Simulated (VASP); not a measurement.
# Cd (Fd-3m) in VASP: notebook

Cd is run at these levels: PBEsol; tasks: single point.

Everything below comes from runs of VASP 6.6.1. Logs are shortened: lines on timing, memory, paths and dates and some standing lists are left out, and cuts for length are marked.

## Step 1: The cell of the first run

Symmetry: Fd-3m, No. 227, cubic system. Conventional cell: a = 4.664 Å, b = 4.664 Å, c = 4.664 Å, α = 90.00°, β = 90.00°, γ = 90.00°. Cd (site symmetry -43m) has 4 Cd at 2.02 Å within 2.7 Å.

## Step 2: Single point, PBEsol

Input file INCAR:

```
ALGO = Normal ; EDIFF = 1E-6
ENCUT = 520 ; GGA = PS
ISIF = 2 ; ISMEAR = -1
LASPH = True ; LCHARG = True
LELF = True ; LREAL = False
LVHAR = True ; LWAVE = False
NBANDS = 19 ; NELM = 60
PREC = Accurate ; SIGMA = 0.1
```

Input file KPOINTS:

```
k-points
0
Gamma
  14 14 14
```

Input file POSCAR:

```
Cd
1.0
    0.0000000000      2.3319687459      2.3319687459
    2.3319687459      0.0000000000      2.3319687459
    2.3319687459      2.3319687459      0.0000000000
Cd
2
Direct
   -0.1250000000     -0.1250000000     -0.1250000000
    0.1250000000      0.1250000000      0.1250000000
```

Potentials or basis: VASP PAW PBE potentials, release 64 (Cd).

The run is started by

```
$ cat potpaw_PBE.64/Cd/POTCAR > POTCAR
$ mpirun -np 1 vasp_std > vasp.out
```

OUTCAR:

```text
EDIFF = 1E-6
   ENCUT = 520
   GGA = PS
   ISIF = 2
   ISMEAR = -1
   LASPH = True
   LREAL = False
   NELM = 60
   PREC = Accurate

 ion  position               nearest neighbor table
   1  0.875  0.875  0.875-   2 2.02   2 2.02   2 2.02   2 2.02
   2  0.125  0.125  0.125-   1 2.02   1 2.02   1 2.02   1 2.02

  LATTYP: Found a face centered cubic cell.
 ALAT       =     4.6639374918

  Lattice vectors:

 A1 = (   0.0000000000,   2.3319687459,   2.3319687459)
 A2 = (   2.3319687459,   0.0000000000,   2.3319687459)
 A3 = (   2.3319687459,   2.3319687459,   0.0000000000)

Analysis of symmetry for initial positions (statically):
=====================================================================
 Subroutine PRICEL returns:
 Original cell was already a primitive cell.

 Routine SETGRP: Setting up the symmetry group for a
 face centered cubic supercell.

 Subroutine GETGRP returns: Found 48 space group operations
 (whereof 12 operations were pure point group operations)
 out of a pool of 48 trial point group operations.

The static configuration has the point symmetry D_3d.
 The point group associated with its full space group is O_h .

Analysis of symmetry for dynamics (positions and initial velocities):
=====================================================================
 Subroutine PRICEL returns:
 Original cell was already a primitive cell.

 Routine SETGRP: Setting up the symmetry group for a
 face centered cubic supercell.

 Subroutine GETGRP returns: Found 48 space group operations
 (whereof 12 operations were pure point group operations)
 out of a pool of 48 trial point group operations.

The dynamic configuration has the point symmetry D_3d.
 The point group associated with its full space group is O_h .

 Subroutine INISYM returns: Found 48 space group operations
 (whereof 12 operations are pure point group operations),
 and found     1 'primitive' translations

----------------------------------------------------------------------------------------

                                     Primitive cell

  volume of cell :      25.3629

  direct lattice vectors                    reciprocal lattice vectors
     0.000000000  2.331968746  2.331968746    -0.214411107  0.214411107  0.214411107
     2.331968746  0.000000000  2.331968746     0.214411107 -0.214411107  0.214411107
     2.331968746  2.331968746  0.000000000     0.214411107  0.214411107 -0.214411107

  length of vectors
     3.297901827  3.297901827  3.297901827     0.371370931  0.371370931  0.371370931

  position of ions in fractional coordinates (direct lattice)
     0.875000000  0.875000000  0.875000000
     0.125000000  0.125000000  0.125000000

  ion indices of the primitive-cell ions
   primitive index   ion index
                 1           1
                 2           2

----------------------------------------------------------------------------------------

 KPOINTS: k-points

Automatic generation of k-mesh.
 Grid dimensions read from file:
 generate k-points for:   14   14   14

 Generating k-lattice:

  Cartesian coordinates                     Fractional coordinates (reciprocal lattice)
    -0.015315079  0.015315079  0.015315079     0.071428571  0.000000000  0.000000000
     0.015315079 -0.015315079  0.015315079     0.000000000  0.071428571  0.000000000
     0.015315079  0.015315079 -0.015315079     0.000000000  0.000000000  0.071428571

  Length of vectors
     0.026526495  0.026526495  0.026526495

  Shift w.r.t. Gamma in fractional coordinates (k-lattice)
     0.000000000  0.000000000  0.000000000

 Subroutine IBZKPT returns following result:
 ===========================================

 Found    104 irreducible k-points:

 Following reciprocal coordinates:
            Coordinates               Weight
  0.000000  0.000000  0.000000      1.000000
  0.071429  0.000000  0.000000      8.000000
  0.142857  0.000000  0.000000      8.000000
  0.214286  0.000000  0.000000      8.000000
  0.285714  0.000000  0.000000      8.000000
  0.357143  0.000000  0.000000      8.000000
[... 16 lines left out ...]
  0.214286  0.142857  0.000000     24.000000
  0.285714  0.142857  0.000000     24.000000
 [... further k-points ...]
   k-points           NKPTS =    104   k-points in BZ     NKDIM =    104   number of bands    NBANDS=     19
   number of dos      NEDOS =    301   number of ions     NIONS =      2
   total plane-waves  NPLWV =  21952
   dimension x,y,z NGX =    28 NGY =   28 NGZ =   28
   dimension x,y,z NGXF=    56 NGYF=   56 NGZF=   56
   ions per type =               2
   NGX,Y,Z   is equivalent  to a cutoff of  14.11, 14.11, 14.11 a.u.
   NGXF,Y,Z  is equivalent  to a cutoff of  28.23, 28.23, 28.23 a.u.
 SYSTEM =  unknown system
   PREC   = accura    normal or accurate (medium, high low for compatibility)
   ISTART =      0    job   : 0-new  1-cont  2-samecut
   ICHARG =      2    charge: 1-file 2-atom 10-const
   ISPIN  =      1    spin polarized calculation?
   LNONCOLLINEAR =      F non collinear calculations
   LSORBIT =      F    spin-orbit coupling
   LASPH  =      T    aspherical Exc in radial PAW
   ENCUT  =  520.0 eV  38.22 Ry    6.18 a.u.   6.13  6.13  6.13*2*pi/ulx,y,z
   NELM   =     60;   NELMIN=  2; NELMDL= -5     # of ELM steps
   EDIFF  = 0.1E-05   stopping-criterion for ELM
   LREAL  =      F    real-space projection
   EDIFFG = 0.1E-04   stopping-criterion for IOM
   NSW    =      0    number of steps for IOM
   IBRION =     -1    ionic relax: 0-MD 1-quasi-New 2-CG
   NFREE  =      0    steps in history (QN), initial steepest desc. (CG)
   ISIF   =      2    stress and relaxation
   ISYM   =      2    0-nonsym 1-usesym 2-fastsym
   POTIM  = 0.5000    time-step for ionic-motion
   TEBEG  =    0.0;   TEEND  =   0.0 temperature during run
   PSTRESS=    0.0 pullay stress
   NELECT =      24.0000    total number of electrons
   NUPDOWN=      -1.0000    fix difference up-down
   EMIN   =  10.00;   EMAX   =-10.00  energy-range for DOS
   EFERMI =   0.00;   METHOD = LEGACY
   ISMEAR =    -1;   SIGMA  =   0.10  broadening in eV -4-tet -1-fermi 0-gaus
   EFERMI_NEDOS =   21; number of points for ismear=-14 and -15
   IALGO  =     38    algorithm
   IMIX   =      4    mixing-type and parameters
     AMIX     =   0.40;   BMIX     =  1.00
     AMIX_MAG =   1.60;   BMIX_MAG =  1.00
  volume/ion in A,a.u.               =      12.68        85.58
  Fermi-wavevector in a.u.,A,eV,Ry     =   1.607234  3.037232 35.146597  2.583202
  Thomas-Fermi vector in A             =   2.703295
   LORBIT       =      0    0 simple, 1 ext, 2 COOP (PROOUT), +10 PAW based schemes
   GGA     = PS    functional components
   LHFCALC =     F    Hartree Fock is set to
   AEXX    =    0.0000 exact exchange contribution
   IVDW    =     0    specifies the selected vdW correction
   LEPSILON=     F    determine dielectric tensor
   LRPA    =     F    only Hartree local field effects (RPA)
 non-spin polarized calculation
  energy-cutoff  :      520.00
  volume of cell :       25.36
 maximum number of plane-waves:       701
 NGX is ok and might be reduce to    28
   NGX = 13   NGY = 13   NGZ = 13

 number of electron      24.0000005 magnetization

 Free energy of the ion-electron system (eV)
  ---------------------------------------------------
  ext. energy  EPLUGINS =         0.00000000
  ---------------------------------------------------
  free energy    TOTEN  =        14.45958927 eV

  energy without entropy =       14.47950482  energy(sigma->0) =       14.46954704

 E-fermi :   8.4724     XC(G=0): -14.0700

 val. band max:        8.4534624068   @ k =   0.5000   0.4286   0.0000
 cond. band min:       8.5020395472   @ k =  -0.2857   0.0714   0.0000
 fundamental gap:      0.0485771404
 Fermi energy:         8.4724105571

 k-point     1 :       0.0000    0.0000    0.0000
  band No.  band energies     occupation
      1      -6.8344      2.00000
      2      -6.8344      2.00000
      3      -6.3743      2.00000
      4      -6.3743      2.00000
      5      -6.3743      2.00000
      6      -5.5399      2.00000
[... 11 lines left out ...]
     18      20.2202      0.00000
     19      21.1970      0.00000

 k-point     2 :       0.0714    0.0000    0.0000
  band No.  band energies     occupation
      1      -6.9228      2.00000
      2      -6.9228      2.00000
      3      -6.3759      2.00000
      4      -6.2503      2.00000
      5      -6.2503      2.00000
      6      -5.4158      2.00000
[... 11 lines left out ...]
     18      21.2544      0.00000
     19      22.6127      0.00000

 k-point     3 :       0.1429    0.0000    0.0000
  band No.  band energies     occupation
      1      -7.0468      2.00000
      2      -7.0468      2.00000
      3      -6.3946      2.00000
      4      -6.0380      2.00000
      5      -6.0380      2.00000
      6      -5.0479      2.00000
[... 11 lines left out ...]
     18      22.0855      0.00000
     19      22.9881      0.00000

 k-point     4 :       0.2143    0.0000    0.0000
  band No.  band energies     occupation
      1      -7.1096      2.00000
      2      -7.1096      2.00000
      3      -6.4352      2.00000
      4      -5.8829      2.00000
      5      -5.8829      2.00000
      6      -4.5355      2.00000
[... 11 lines left out ...]
     18      22.8469      0.00000
     19      23.6856      0.00000

 k-point     5 :       0.2857    0.0000    0.0000
  band No.  band energies     occupation
      1      -7.0904      2.00000
      2      -7.0904      2.00000
      3      -6.4829      2.00000
      4      -5.8565      2.00000
      5      -5.8565      2.00000
      6      -4.2181      2.00000
[... 11 lines left out ...]
     18      23.4126      0.00000
     19      24.8744      0.00000

 k-point     6 :       0.3571    0.0000    0.0000
  band No.  band energies     occupation
      1      -6.9931      2.00000
      2      -6.9931      2.00000
      3      -6.5223      2.00000
      4      -5.9647      2.00000
      5      -5.9647      2.00000
      6      -4.2388      2.00000
[... 11 lines left out ...]
     18      23.7311      0.00000
     19      26.1720      0.00000

 k-point     7 :       0.4286    0.0000    0.0000
  band No.  band energies     occupation
      1      -6.8465      2.00000
      2      -6.8465      2.00000
      3      -6.5461      2.00000
      4      -6.1440      2.00000
      5      -6.1440      2.00000
      6      -4.3415      2.00000
[... 11 lines left out ...]
     18      23.8769      0.00000
     19      27.3630      0.00000

 k-point     8 :       0.5000    0.0000    0.0000
  band No.  band energies     occupation
      1      -6.7530      2.00000
      2      -6.7530      2.00000
      3      -6.5537      2.00000
      4      -6.2535      2.00000
      5      -6.2535      2.00000
      6      -4.3872      2.00000
[... 256 lines left out ...]
 k-point    20 :      -0.1429    0.0714    0.0000
  band No.  band energies     occupation
      1      -7.2487      2.00000
      2      -6.8860      2.00000
      3      -6.4810      2.00000
      4      -6.0781      2.00000
      5      -5.7541      2.00000
      6      -4.7851      2.00000
[... 11 lines left out ...]
     18      21.5923      0.00000
     19      23.4720      0.00000

 k-point    21 :      -0.0714    0.0714    0.0000
  band No.  band energies     occupation
      1      -7.1144      2.00000
      2      -6.8672      2.00000
      3      -6.4242      2.00000
      4      -6.2101      2.00000
      5      -6.0013      2.00000
      6      -5.2107      2.00000
[... 11 lines left out ...]
     18      22.0320      0.00000
     19      23.1820      0.00000

 k-point    22 :       0.1429    0.1429    0.0000
  band No.  band energies     occupation
      1      -7.3680      2.00000
      2      -6.5534      2.00000
      3      -6.4403      2.00000
      4      -6.4403      2.00000
      5      -5.5897      2.00000
      6      -4.9043      2.00000
[... 11 lines left out ...]
     18      22.6808      0.00000
     19      24.0338      0.00000

 k-point    23 :       0.2143    0.1429    0.0000
  band No.  band energies     occupation
      1      -7.4742      2.00000
      2      -6.5971      2.00000
      3      -6.4856      2.00000
      4      -6.2823      2.00000
      5      -5.3385      2.00000
      6      -4.5010      2.00000
[... 11 lines left out ...]
     18      23.1865      0.00000
     19      25.5005      0.00000

 k-point    24 :       0.2857    0.1429    0.0000
  band No.  band energies     occupation
      1      -7.5179      2.00000
      2      -6.6439      2.00000
      3      -6.5569      2.00000
      4      -6.1375      2.00000
      5      -5.1587      2.00000
      6      -4.2134      2.00000
[... 11 lines left out ...]
     18      23.3768      0.00000
     19      25.9347      0.00000

 [... further k-points ...]
[... 5 lines left out ...]
  --------------------------------------------------------------------------------------
  -------------------------------------------------------------------------------------
  Total       51.9187684     51.9187684     51.9187684      0.0000000     -0.0000000     -0.0000000
  in kB     3279.7201778   3279.7201778   3279.7201778      0.0000000     -0.0000000     -0.0000000
  external PRESSURE =    3279.7201778 kB  Pullay stress =       0.0000000 kB

 VOLUME and BASIS-vectors are now :
 -----------------------------------------------------------------------------
  energy-cutoff  :      520.00
  volume of cell :       25.36
      direct lattice vectors                 reciprocal lattice vectors
     0.000000000  2.331968746  2.331968746    -0.214411107  0.214411107  0.214411107
     2.331968746  0.000000000  2.331968746     0.214411107 -0.214411107  0.214411107
     2.331968746  2.331968746  0.000000000     0.214411107  0.214411107 -0.214411107

 POSITION                                       TOTAL-FORCE (eV/Angst)
 -----------------------------------------------------------------------------------
      4.08095      4.08095      4.08095        -0.000000     -0.000000     -0.000000
      0.58299      0.58299      0.58299         0.000000      0.000000      0.000000
 -----------------------------------------------------------------------------------
    total drift:                                0.000000     -0.000000     -0.000000

  FREE ENERGIE OF THE ION-ELECTRON SYSTEM (eV)
  ---------------------------------------------------
  free  energy   TOTEN  =        14.4595892693 eV

  energy  without entropy=       14.4795048181  energy(sigma->0) =       14.46954704
```

It took 27 s on 1 thread of Intel Xeon Platinum 8488C (Sapphire Rapids), shared host; peak memory 0.18 GiB.

Results:

| Property | Result |
| --- | --- |
| Free energy | 14.4596 eV |
| Pressure | 328.0 GPa |
| Band gap on the k mesh | zero (band 12 reaches 19.43 eV, above the bottom of band 13 at 5.84 eV) |

Levels at points of the mesh, in eV from the Fermi level:
| k point | band 8 | band 9 | band 10 | band 11 | band 12 | band 13 | band 14 | band 15 | band 16 | band 17 |
| --- | --- | --- | --- | --- | --- | --- | --- | --- | --- | --- |
| (0.00, 0.00, 0.00) | -11.11 | -11.11 | -9.03 | -9.03 | 10.96 | 10.96 | 10.96 | 11.34 | 11.75 | 11.75 |
| (0.50, 0.00, 0.00) | -10.63 | -9.30 | -9.30 | -7.32 | -5.03 | 6.89 | 6.89 | 8.07 | 11.50 | 11.50 |
| (0.50, 0.50, 0.00) | -11.47 | -8.96 | -8.96 | -3.96 | -3.96 | 0.44 | 0.44 | 7.65 | 7.65 | 23.79 |

Caveat: the PAW data sets were made with another functional, which shifts forces and pressure a little.

## Step 3: Single point, PBEsol

Input file INCAR:

```
SYSTEM = Cd
PREC     = Accurate       ! precision mode
ENCUT    = 520            ! plane-wave cutoff, eV
EDIFF    = 1E-7           ! SCF threshold, eV
ISMEAR   = -1             ! smearing method
SIGMA    = 0.1            ! smearing width, eV
LREAL    = .FALSE.        ! projectors in reciprocal space
LASPH    = .TRUE.         ! aspherical terms in the spheres
NELM     = 60             ! most SCF steps
ALGO     = Normal         ! electronic algorithm
ISIF     = 2              ! what is computed and relaxed
LWAVE    = .FALSE.        ! write WAVECAR
LCHARG   = .FALSE.        ! write CHGCAR
GGA      = PS             ! functional
NBANDS   = 19             ! bands
```

Input file KPOINTS:

```
Automatic mesh
0
G
  14 14 14
  0 0 0
```

POSCAR is that of step 2.

Potentials or basis: VASP PAW PBE potentials, release 64 (Cd).

The run is started by

```
$ cat potpaw_PBE.64/Cd/POTCAR > POTCAR
$ mpirun -np 1 vasp_std > vasp.out
```

It took 30 s on 1 thread of Intel Xeon Platinum 8488C (Sapphire Rapids), shared host; peak memory 0.18 GiB.

The run converged. Its results:

```
Free energy            : 14.4596 eV
Pressure               : 328.1 GPa
Band gap on the k mesh : zero (band 12 reaches 19.43 eV, above the bottom of band 13 at 5.84 eV)
```

Levels at points of the mesh, in eV from the Fermi level:
```
           k point  band 8  band 9  band 10  band 11  band 12  band 13  band 14  band 15  band 16  band 17
(0.00, 0.00, 0.00)  -11.11  -11.11    -9.03    -9.03    10.96    10.96    10.96    11.34    11.75    11.75
(0.50, 0.00, 0.00)  -10.63   -9.30    -9.30    -7.32    -5.03     6.89     6.89     8.07    11.50    11.50
(0.50, 0.50, 0.00)  -11.47   -8.97    -8.97    -3.96    -3.96     0.44     0.44     7.65     7.65    23.79
```

Caveat: the PAW data sets were made with another functional, which shifts forces and pressure a little.
